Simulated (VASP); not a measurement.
Set up this calculation in VASP 6.6.1, as the native input.

```
Task                   : relaxation of cell and atoms
Functional             : LDA
Potentials or basis    : VASP PAW LDA potentials, release 64 (Sn_d)
Cutoff                 : 600 eV
k mesh                 : 14 × 14 × 14
Occupations            : fermi-dirac, width 0.08 eV
Spin                   : no spin polarisation
Target pressure        : 52 GPa
Dipole correction      : no
Further INCAR settings : ALGO = Normal; EDIFF = 1e-06; IBRION = 2; EDIFFG = -0.005; NSW = 32; ISIF = 3
```

The structure of Sn lies in POSCAR:

```
Sn
1.0
    2.6601151044      0.0000000000      0.0000000000
    0.0000000000      2.6601151044      0.0000000000
    0.0000000000      0.0000000000      2.6601151044
Sn
1
Direct
    0.0000000000      0.0000000000      0.0000000000
```

This isn't the form of Sn at room conditions, which is tetragonal (white tin).

One way to write it, as run:

INCAR

```
SYSTEM = Sn
PREC     = Accurate       ! precision mode
ENCUT    = 600            ! plane-wave cutoff, eV
EDIFF    = 1E-6           ! SCF threshold, eV
ISMEAR   = -1             ! smearing method
SIGMA    = 0.08           ! smearing width, eV
LREAL    = .FALSE.        ! projectors in reciprocal space
LASPH    = .TRUE.         ! aspherical terms in the spheres
NELM     = 80             ! most SCF steps
ALGO     = Normal         ! electronic algorithm
ISIF     = 3              ! what is computed and relaxed
LWAVE    = .FALSE.        ! write WAVECAR
LCHARG   = .FALSE.        ! write CHGCAR
IBRION   = 2              ! ionic algorithm
NSW      = 32             ! ionic steps
EDIFFG   = -0.005         ! ionic threshold
PSTRESS  = 520.0
```

KPOINTS

```
Automatic mesh
0
G
  14 14 14
  0 0 0
```

Potentials or basis: VASP PAW LDA potentials, release 64 (Sn_d).

Run with:

```bash
$ cat potpaw_LDA.64/Sn_d/POTCAR > POTCAR
$ mpirun -np 1 vasp_std > vasp.out
```

It gave:

```json
{
  "Relaxed volume": "18.86 Å³/atom",
  "Relaxed cell": "a = 2.662 Å, b = 2.662 Å, c = 2.662 Å, α = 90.00°, β = 90.00°, γ = 90.00°",
  "Space group after relaxing (to 0.1 Å)": "Pm-3m (No. 221)",
  "Energy change on relaxing (the run minimises the enthalpy)": "-12.7 meV/atom",
  "Ionic steps": "3",
  "Pressure after relaxing": "52.0 GPa",
  "Band gap on the k mesh": "zero (bands 7 and 8 overlap by 10.38 eV)"
}
```

Caveat: the cell is relaxed towards a set pressure, so the run minimises the enthalpy, not the energy; spin-orbit coupling is left out, which moves the levels of the heavy elements.

It took 47 s on 1 thread of Intel Xeon 8259CL (shared host), peak memory 0.16 GiB.
